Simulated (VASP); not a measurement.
Input of a VASP 6.6.1 run:

File INCAR:

```
SYSTEM = Si4PI
PREC = Accurate
ENCUT = 520
EDIFF = 1E-7
ISMEAR = 0
SIGMA = 0.1
LREAL = .FALSE.
LASPH = .TRUE.
NELM = 60
ALGO = Normal
ISIF = 2
LWAVE = .FALSE.
LCHARG = .FALSE.
GGA = PE
NBANDS = 23
```

File KPOINTS:

```
regular mesh
0
G
  8 8 8
  0 0 0
```

Contents of POSCAR:

```
Si4PI
1.0
    0.0000000000      3.8020804218      3.8020804218
    3.8020804218      0.0000000000      3.8020804218
    3.8020804218      3.8020804218      0.0000000000
Si P I
4 1 1
Direct
    0.1265766656      0.6202700033      0.1265766656
    0.1265766656      0.1265766656      0.1265766656
    0.6202700033      0.1265766656      0.1265766656
    0.1265766656      0.1265766656      0.6202700033
    0.5000000000      0.5000000000      0.5000000000
    0.7500000000      0.7500000000      0.7500000000
```

Potentials or basis: VASP PAW PBE potentials, release 64 (Si, P, I).

Command:

```bash
$ cat potpaw_PBE.64/Si/POTCAR potpaw_PBE.64/P/POTCAR potpaw_PBE.64/I/POTCAR > POTCAR
$ mpirun -np 1 vasp_std > vasp.out
```

Task: What does it give for the band gap on the k mesh?

Result: Zero (bands 14 and 15 overlap by 2.52 eV).

Task: Estimate the pressure.

Result: 0.0 GPa.

Forces in eV/Å, atoms in the order of the input:
```
Si  -0.002  0.002 -0.002
Si   0.002  0.002  0.002
Si   0.002 -0.002 -0.002
Si  -0.002 -0.002  0.002
P    0.000  0.000  0.000
I    0.000  0.000  0.000
```

Caveat: spin-orbit coupling is left out, which moves the levels of the heavy elements.
